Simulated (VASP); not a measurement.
# FeO (Fm-3m) in VASP: further runs

FeO is run at these levels: revPBE+D3(BJ), revPBE+D4, PBE; tasks: single point.

Program: VASP 6.6.1. These are calculated values, not measurements. Logs are shortened: lines on timing, memory, paths and dates and some standing lists are left out, and cuts for length are marked.

**Experimental background.**

From “W\"ustite: Electric, thermodynamic and optical properties of FeO”, 2012, arxiv:1203.1201, for a bulk crystal of FeO: band gap 2.4 eV (optical).

The results are compared with them further down.

## Step 1: The cell of the first run

The structure is cubic, space group Fm-3m (No. 225). Conventional cell: a = 4.289 Å, b = 4.289 Å, c = 4.289 Å, α = 90.00°, β = 90.00°, γ = 90.00°. Within 2.8 Å of Fe (site symmetry m-3m) lie 6 O at 2.14 Å. O (site symmetry m-3m) has 6 Fe at 2.14 Å within 2.8 Å.

## Step 2: Single point, revPBE+D3(BJ), collinear spin, ferromagnetic start

Input file INCAR:

```
PREC     = Accurate       # precision mode
ENCUT    = 520            # plane-wave cutoff, eV
EDIFF    = 1E-6           # SCF threshold, eV
ISMEAR   = -1             # smearing method
SIGMA    = 0.05           # smearing width, eV
LREAL    = False          # projectors in reciprocal space
LASPH    = True           # aspherical terms in the spheres
NELM     = 150            # most SCF steps
ALGO     = Normal         # electronic algorithm
ISIF     = 2              # what is computed and relaxed
LWAVE    = False          # write WAVECAR
LCHARG   = False          # write CHGCAR
ISPIN    = 2              # spin polarisation
MAGMOM   = 3 0            # initial moments
LORBIT   = 11             # projections on sites
LMAXMIX  = 4              # l up to which the mixer works
GGA      = RE             # functional
IVDW     = 12             # dispersion correction
NBANDS   = 18             # bands
```

Input file KPOINTS:

```
Automatic mesh
0
Gamma
  11 11 11
```

Input file POSCAR:

```
FeO
1.0
    0.0000000000      2.1443669369      2.1443669369
    2.1443669369      0.0000000000      2.1443669369
    2.1443669369      2.1443669369      0.0000000000
Fe O
1 1
Direct
    0.0000000000      0.0000000000      0.0000000000
    0.5000000000      0.5000000000      0.5000000000
```

Potentials or basis: VASP PAW PBE potentials, release 64 (Fe, O).

Launch:

```
$ cat potpaw_PBE.64/Fe/POTCAR potpaw_PBE.64/O/POTCAR > POTCAR
$ mpirun -np 1 vasp_std > vasp.out
```

OUTCAR:

```text
PREC = Accurate
   ENCUT = 520
   EDIFF = 1E-6
   ISMEAR = -1
   LREAL = False
   LASPH = True
   NELM = 150
   ISIF = 2
   ISPIN = 2
   LORBIT = 11
   GGA = RE
   IVDW = 12
 IVDW          = 12

 ion  position               nearest neighbor table
   1  0.000  0.000  0.000-   2 2.14   2 2.14   2 2.14   2 2.14   2 2.14   2 2.14
   2  0.500  0.500  0.500-   1 2.14   1 2.14   1 2.14   1 2.14   1 2.14   1 2.14

  LATTYP: Found a face centered cubic cell.
 ALAT       =     4.2887338738

  Lattice vectors:

 A1 = (   0.0000000000,   2.1443669369,   2.1443669369)
 A2 = (   2.1443669369,   0.0000000000,   2.1443669369)
 A3 = (   2.1443669369,   2.1443669369,   0.0000000000)

Analysis of symmetry for initial positions (statically):
=====================================================================
 Subroutine PRICEL returns:
 Original cell was already a primitive cell.

 Routine SETGRP: Setting up the symmetry group for a
 face centered cubic supercell.

 Subroutine GETGRP returns: Found 48 space group operations
 (whereof 48 operations were pure point group operations)
 out of a pool of 48 trial point group operations.

The static configuration has the point symmetry O_h .

Analysis of symmetry for dynamics (positions and initial velocities):
=====================================================================
 Subroutine PRICEL returns:
 Original cell was already a primitive cell.

 Routine SETGRP: Setting up the symmetry group for a
 face centered cubic supercell.

 Subroutine GETGRP returns: Found 48 space group operations
 (whereof 48 operations were pure point group operations)
 out of a pool of 48 trial point group operations.

The dynamic configuration has the point symmetry O_h .

Analysis of structural, dynamic, and magnetic symmetry:
=====================================================================
 Subroutine PRICEL returns:
 Original cell was already a primitive cell.

 Routine SETGRP: Setting up the symmetry group for a
 face centered cubic supercell.

 Subroutine GETGRP returns: Found 48 space group operations
 (whereof 48 operations were pure point group operations)
 out of a pool of 48 trial point group operations.

The overall configuration has the point symmetry O_h .

 Subroutine INISYM returns: Found 48 space group operations
 (whereof 48 operations are pure point group operations),
 and found     1 'primitive' translations

----------------------------------------------------------------------------------------

[... 113 lines left out ...]
  volume/ion in A,a.u.               =       9.86        66.54
  Fermi-wavevector in a.u.,A,eV,Ry     =   1.460411  2.759776 29.018507  2.132800
  Thomas-Fermi vector in A             =   2.576864
   LORBIT       =     11    0 simple, 1 ext, 2 COOP (PROOUT), +10 PAW based schemes
   GGA     = RE    functional components
   LHFCALC =     F    Hartree Fock is set to
   AEXX    =    0.0000 exact exchange contribution
   IVDW    =    12    specifies the selected vdW correction
   LEPSILON=     F    determine dielectric tensor
   LRPA    =     F    only Hartree local field effects (RPA)
 spin polarized calculation
  energy-cutoff  :      520.00
  volume of cell :       19.72
 maximum number of plane-waves:       539
   NGX = 11   NGY = 11   NGZ = 11

 number of electron      13.9999997 magnetization       3.9997118

 Free energy of the ion-electron system (eV)
  ---------------------------------------------------
  ext. energy  EPLUGINS =         0.00000000
  ---------------------------------------------------
  free energy    TOTEN  =       -14.23472142 eV

  energy without entropy =      -14.22313628  energy(sigma->0) =      -14.22892885

 E-fermi :   6.5088     XC(G=0): -12.1354

 val. band max:        6.5042397275   @ k =  -0.2727   0.3636   0.0909
 cond. band min:       6.5101375814   @ k =  -0.3636   0.2727   0.0909
 fundamental gap:      0.0058978539
 Fermi energy:         6.5087666669

 spin component 1

 k-point     1 :       0.0000    0.0000    0.0000
  band No.  band energies     occupation
      1     -14.4252      1.00000
      2       2.5661      1.00000
      3       2.5661      1.00000
      4       2.5661      1.00000
      5       2.6316      1.00000
      6       2.6316      1.00000
[... 493 lines left out ...]
     17      33.2988      0.00000
     18      35.0419      0.00000

 [... further k-points ...]

 spin component 2

 k-point     1 :       0.0000    0.0000    0.0000
  band No.  band energies     occupation
      1     -13.8913      1.00000
      2       3.1987      1.00000
      3       3.1987      1.00000
      4       3.1987      1.00000
      5       5.7589      1.00000
      6       5.7592      1.00000
[... 493 lines left out ...]
     17      34.0852      0.00000
     18      35.7939      0.00000

 [... further k-points ...]

------------------------ aborting loop because EDIFF is reached ----------------------------------------

 Edisp (eV)   -0.79123

 E8    (eV) :    -0.5195

  FORCE on cell =-STRESS in cart. coord.  units (eV):
  Direction    XX          YY          ZZ          XY          YZ          ZX
  --------------------------------------------------------------------------------------
  -------------------------------------------------------------------------------------
  Total       0.03201     0.03201     0.03201    -0.00000     0.00000     0.00000
  in kB       2.60062     2.60062     2.60062    -0.00000     0.00000     0.00000
  external pressure =        2.60 kB  Pullay stress =        0.00 kB

 VOLUME and BASIS-vectors are now :
 -----------------------------------------------------------------------------
  energy-cutoff  :      520.00
  volume of cell :       19.72
      direct lattice vectors                 reciprocal lattice vectors
     0.000000000  2.144366937  2.144366937    -0.233169049  0.233169049  0.233169049
     2.144366937  0.000000000  2.144366937     0.233169049 -0.233169049  0.233169049
     2.144366937  2.144366937  0.000000000     0.233169049  0.233169049 -0.233169049

 POSITION                                       TOTAL-FORCE (eV/Angst)
 -----------------------------------------------------------------------------------
      0.00000      0.00000      0.00000         0.000000      0.000000      0.000000
      2.14437      2.14437      2.14437        -0.000000     -0.000000      0.000000
 -----------------------------------------------------------------------------------
    total drift:                                0.000000     -0.000000      0.000000

  FREE ENERGIE OF THE ION-ELECTRON SYSTEM (eV)
  ---------------------------------------------------
  free  energy   TOTEN  =       -15.0259552752 eV

  energy  without entropy=      -15.0143701354  energy(sigma->0) =      -15.02016271

 total charge

# of ion       s       p       d       tot
------------------------------------------
    1        0.290   0.367   6.091   6.748
    2        1.560   3.453   0.000   5.013
--------------------------------------------------
tot          1.850   3.820   6.091  11.761

 magnetization (x)

# of ion       s       p       d       tot
------------------------------------------
    1        0.026   0.021   3.576   3.623
    2        0.030   0.272   0.000   0.303
--------------------------------------------------
tot          0.057   0.293   3.576   3.925
```

OSZICAR:

```text
N       E                     dE             d eps       ncg     rms          rms(c)
DAV:   1     0.670612350430E+02    0.67061E+02   -0.66811E+03  4346   0.902E+02
DAV:   2    -0.124247956592E+02   -0.79486E+02   -0.68043E+02  4134   0.202E+02
DAV:   3    -0.165693989450E+02   -0.41446E+01   -0.40577E+01  4786   0.499E+01
DAV:   4    -0.165980488122E+02   -0.28650E-01   -0.28637E-01  4826   0.394E+00
DAV:   5    -0.165982427686E+02   -0.19396E-03   -0.19395E-03  4836   0.339E-01    0.178E+01
DAV:   6    -0.147744335055E+02    0.18238E+01   -0.14185E+01  5400   0.547E+01    0.201E+01
DAV:   7    -0.142594089847E+02    0.51502E+00   -0.24307E+00  5200   0.306E+01    0.972E+00
DAV:   8    -0.142504738930E+02    0.89351E-02   -0.13717E-01  4858   0.339E+00    0.548E+00
DAV:   9    -0.142352168167E+02    0.15257E-01   -0.46628E-02  6222   0.322E+00    0.858E-01
DAV:  10    -0.142343910296E+02    0.82579E-03   -0.11497E-02  5320   0.218E+00    0.152E-01
DAV:  11    -0.142346816621E+02   -0.29063E-03   -0.15759E-03  5046   0.349E-01    0.615E-02
DAV:  12    -0.142346966677E+02   -0.15006E-04   -0.30224E-05  5520   0.614E-02    0.398E-02
DAV:  13    -0.142347198980E+02   -0.23230E-04   -0.27115E-05  5348   0.548E-02    0.137E-02
DAV:  14    -0.142347215814E+02   -0.16835E-05   -0.23911E-06  4258   0.152E-02    0.529E-03
DAV:  15    -0.142347214171E+02    0.16429E-06   -0.26461E-07  2346   0.521E-03
   1 F= -.15025955E+02 E0= -.15020163E+02  d E =-.115851E-01  mag=     4.0000
```

stdout:

```text
POSCAR found type information on POSCAR FeO
 POSCAR found :  2 types and       2 ions
 scaLAPACK will be used
 -----------------------------------------------------------------------------
|                                                                             |
|                                                                             |
|     You enforced a specific xc type in the INCAR file but a different       |
|     I HOPE YOU KNOW WHAT YOU ARE DOING!                                     |
|                                                                             |
 -----------------------------------------------------------------------------

 LDA part: xc-table for (Slater+PW92), standard interpolation
 POSCAR, INCAR and KPOINTS ok, starting setup
 FFT: planning ... GRIDC
 FFT: planning ... GRID_SOFT
 FFT: planning ... GRID
 WAVECAR not read
 entering main loop
```

It took 36 s on 1 thread of Intel Xeon 8259CL, shared host; peak memory 0.18 GiB.

What came out:

```yaml
Free_energy: -15.0260 eV
Pressure: 0.3 GPa
Band_gap_on_the_k_mesh: zero (filled and empty bands overlap)
Net_moment: 4.00 μB per cell
Site_moments: Fe +3.62; O +0.30 μB
Valence_electrons_inside_the_program's_atomic_spheres: Fe 6.75; O 5.01
Dispersion_energy_per_atom: -0.396 eV
```

Levels at points of the mesh, in eV from the Fermi level:
Spin up:
```
           k point  band 6  band 7  band 8  band 9  band 10  band 11  band 12  band 13
(0.00, 0.00, 0.00)   -3.88   -3.88   -3.74   -3.74     0.18    15.54    17.17    17.17
```
Spin down:
| k point | band 1 | band 2 | band 3 | band 4 | band 5 | band 6 | band 7 | band 8 | band 9 | band 10 |
| --- | --- | --- | --- | --- | --- | --- | --- | --- | --- | --- |
| (0.00, 0.00, 0.00) | -20.40 | -3.31 | -3.31 | -3.31 | -0.75 | -0.75 | -0.75 | 0.22 | 0.22 | 0.98 |

Caveat: the PAW data sets were made with another functional, which shifts forces and pressure a little; a cell with one magnetic atom can't hold antiferromagnetic order, which such compounds often take; semilocal functionals often make such compounds metallic where correlation or magnetic order opens a gap, which also shifts bond lengths.

## Step 3: Single point, revPBE+D4, collinear spin, ferromagnetic start

Input file INCAR:

```
SYSTEM = FeO
ALGO     = Normal         ! electronic algorithm
EDIFF    = 1E-6           ! SCF threshold, eV
ENCUT    = 520            ! plane-wave cutoff, eV
GGA      = RE             ! functional
ISIF     = 2              ! what is computed and relaxed
ISMEAR   = -1             ! smearing method
ISPIN    = 2              ! spin polarisation
IVDW     = 13             ! dispersion correction
LASPH    = .True.         ! aspherical terms in the spheres
LCHARG   = .False.        ! write CHGCAR
LMAXMIX  = 4              ! l up to which the mixer works
LORBIT   = 11             ! projections on sites
LREAL    = .False.        ! projectors in reciprocal space
LWAVE    = .False.        ! write WAVECAR
MAGMOM   = 3 0            ! initial moments
NBANDS   = 18             ! bands
NELM     = 150            ! most SCF steps
PREC     = Accurate       ! precision mode
SIGMA    = 0.05           ! smearing width, eV
```

Input file KPOINTS:

```
k-points
0
Gamma
  11 11 11
  0 0 0
```

Input file POSCAR:

```
FeO
1.0
    0.0000000000      2.1430508576      2.1430508576
    2.1430508576      0.0000000000      2.1430508576
    2.1430508576      2.1430508576      0.0000000000
Fe O
1 1
Direct
    0.0000000000      0.0000000000      0.0000000000
    0.5000000000      0.5000000000      0.5000000000
```

Potentials or basis: VASP PAW PBE potentials, release 64 (Fe, O).

Launch:

```
$ cat potpaw_PBE.64/Fe/POTCAR potpaw_PBE.64/O/POTCAR > POTCAR
$ mpirun -np 1 vasp_std > vasp.out
```

Run time: 55 s. Hardware: 1 thread of Intel Xeon 8259CL, shared host; peak memory 0.17 GiB.

It converged, with:

```
Free energy                                           : -15.5192 eV
Pressure                                              : 0.3 GPa
Band gap on the k mesh                                : zero (filled and empty bands overlap)
Net moment                                            : 4.00 μB per cell
Site moments                                          : Fe +3.62; O +0.30 μB
Valence electrons inside the program's atomic spheres : Fe 6.75; O 5.01
Dispersion energy per atom                            : -0.643 eV
```

Levels at points of the mesh, in eV from the Fermi level:
Spin up:
```csv
k point,band 7,band 8,band 9,band 10,band 11,band 12
"(0.00, 0.00, 0.00)",-3.88,-3.74,-3.74,0.19,15.55,17.18
```
Spin down:
```csv
k point,band 1,band 2,band 3,band 4,band 5,band 6,band 7,band 8,band 9,band 10
"(0.00, 0.00, 0.00)",-20.41,-3.32,-3.32,-3.32,-0.75,-0.75,-0.75,0.22,0.22,0.99
```

Caveat: the PAW data sets were made with another functional, which shifts forces and pressure a little; a cell with one magnetic atom can't hold antiferromagnetic order, which such compounds often take; semilocal functionals often make such compounds metallic where correlation or magnetic order opens a gap, which also shifts bond lengths.

## Step 4: Single point, PBE, collinear spin, ferromagnetic start

This run uses another cell than the first one, of 10.01 Å³/atom.

Input file INCAR:

```
ALGO     = Normal         # electronic algorithm
EDIFF    = 1E-7           # SCF threshold, eV
ENCUT    = 520            # plane-wave cutoff, eV
GGA      = PE             # functional
ISIF     = 2              # what is computed and relaxed
ISMEAR   = 0              # smearing method
ISPIN    = 2              # spin polarisation
LASPH    = T              # aspherical terms in the spheres
LCHARG   = F              # write CHGCAR
LMAXMIX  = 4              # l up to which the mixer works
LORBIT   = 11             # projections on sites
LREAL    = F              # projectors in reciprocal space
LWAVE    = F              # write WAVECAR
MAGMOM   = 3 0            # initial moments
NBANDS   = 18             # bands
NELM     = 150            # most SCF steps
PREC     = Accurate       # precision mode
SIGMA    = 0.020999999999999998 # smearing width, eV
```

Input file KPOINTS:

```
k-points
0
Gamma
  11 11 11
```

Input file POSCAR:

```
FeO
1.0
    0.0000000000      2.1554000000      2.1554000000
    2.1554000000      0.0000000000      2.1554000000
    2.1554000000      2.1554000000      0.0000000000
Fe O
1 1
Direct
    0.0000000000      0.0000000000      0.0000000000
    0.5000000000      0.5000000000      0.5000000000
```

Launch:

```
$ cat potpaw_PBE.64/Fe/POTCAR potpaw_PBE.64/O/POTCAR > POTCAR
$ mpirun -np 1 vasp_std > vasp.out
```

It took 81 s on 1 thread of Intel Xeon 8259CL, shared host; peak memory 0.17 GiB.

Results (log left out):

```
Free energy                                           : -14.9298 eV
Pressure                                              : -0.2 GPa
Band gap on the k mesh                                : zero (filled and empty bands overlap)
Net moment                                            : 4.00 μB per cell
Site moments                                          : Fe +3.62; O +0.30 μB
Valence electrons inside the program's atomic spheres : Fe 6.73; O 4.99
```

Levels at points of the mesh, in eV from the Fermi level:
Spin up:
```csv
k point,band 6,band 7,band 8,band 9,band 10,band 11,band 12,band 13
"(0.00, 0.00, 0.00)",-3.80,-3.80,-3.68,-3.68,0.09,15.47,17.03,17.03
```
Spin down:
```csv
k point,band 3,band 4,band 5,band 6,band 7,band 8
"(0.00, 0.00, 0.00)",-3.24,-3.24,-0.74,-0.74,-0.74,0.19
```

Caveat: a cell with one magnetic atom can't hold antiferromagnetic order, which such compounds often take; semilocal functionals often make such compounds metallic where correlation or magnetic order opens a gap, which also shifts bond lengths.

## Step 5: Overview

```tsv
level	cell	smearing	gap on the mesh (eV)	pressure (GPa)	moment (μB)
revPBE+D3(BJ)	a = 3.033 Å, angles 60.0°, 2 atoms	fermi-dirac 0.05 eV	none	0.3	4.00
revPBE+D4	a = 3.031 Å, angles 60.0°, 2 atoms	fermi-dirac 0.05 eV	none	0.3	4.00
PBE	a = 3.048 Å, angles 60.0°, 2 atoms	gaussian 0.021 eV	none	-0.2	4.00
```

Alike in all rows: task single point; potentials or basis VASP PAW PBE potentials, release 64 (Fe, O); spin collinear, ferromagnetic start; k mesh 11 × 11 × 11; cutoff (eV) 520.

Caveats: a cell with one magnetic atom can't hold antiferromagnetic order, which such compounds often take; semilocal functionals often make such compounds metallic where correlation or magnetic order opens a gap, which also shifts bond lengths; the PAW data sets were made with another functional, which shifts forces and pressure a little (at least some runs).

Absolute energies hang on the potentials; compare differences alone.

## Step 6: Comparison with measurements

Step 2. Measured gap of FeO: 2.4 eV (optical; quoted in “W\"ustite: Electric, thermodynamic and optical properties of FeO”, 2012, arxiv:1203.1201). This calculation gives 0.00 eV (-2.40 eV). So large a miss can be the level of theory's own, or it may mean another phase, state or a wrong row. The value is that of revPBE+D3(BJ) on a finite k mesh, which can miss the band edges, without temperature or zero-point motion. Semilocal functionals fall short of measured gaps as a rule. The run's magnetic order (collinear spin, ferromagnetic start) needn't be the measured crystal's.

Step 3. A measured gap of FeO is 2.4 eV (optical; quoted in “W\"ustite: Electric, thermodynamic and optical properties of FeO”, 2012, arxiv:1203.1201); the calculated 0.00 eV misses it by -2.40 eV. So large a miss can be the level of theory's own, or it may mean another phase, state or a wrong row. The value is that of revPBE+D4 on a finite k mesh, which can miss the band edges, without temperature or zero-point motion. Semilocal functionals fall short of measured gaps as a rule. The run's magnetic order (collinear spin, ferromagnetic start) needn't be the measured crystal's.

Step 4. Measured gap of FeO: 2.4 eV (optical; quoted in “W\"ustite: Electric, thermodynamic and optical properties of FeO”, 2012, arxiv:1203.1201). This calculation gives 0.00 eV (-2.40 eV). So large a miss can be the level of theory's own, or it may mean another phase, state or a wrong row. The value is that of PBE on a finite k mesh, which can miss the band edges, without temperature or zero-point motion. Semilocal functionals fall short of measured gaps as a rule. The run's magnetic order (collinear spin, ferromagnetic start) needn't be the measured crystal's.
